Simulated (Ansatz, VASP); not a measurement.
SrO: VASP beside Ansatz

```
Sr O
1.0
     0.00000    2.59737    2.59737
     2.59737    0.00000    2.59737
     2.59737    2.59737    0.00000
Sr O
1 1
Direct
  0.50000 0.50000 0.50000
  0.00000 0.00000 0.00000
```

Alike in both runs: task relaxation of cell and atoms; functional PBE; dispersion D3(BJ); k mesh 8 × 8 × 8; occupations gaussian, width 0.02 eV; no spin polarisation.

```csv
,VASP,Ansatz
version,VASP 6.6.1,Ansatz 0.2.0
potentials or method,"VASP PAW PBE potentials, release 64 (Sr_sv, O), cutoff 600 eV","scalar-relativistic, plane waves, PAW"
valence electrons in the cell,16,16
```

Ansatz gave:

```
gap on the k mesh at the Fermi level, each at its own relaxed structure (eV) : 3.32
relaxed volume (Å³/atom)                                                     : 17.07
relaxed cell length with the largest relative difference (Å)                 : 3.641
```

Task: Estimate VASP's values.

Result: gap on the k mesh at the Fermi level, each at its own relaxed structure (eV): 3.27; relaxed volume (Å³/atom): 17.15; relaxed cell length with the largest relative difference (Å): 3.647.
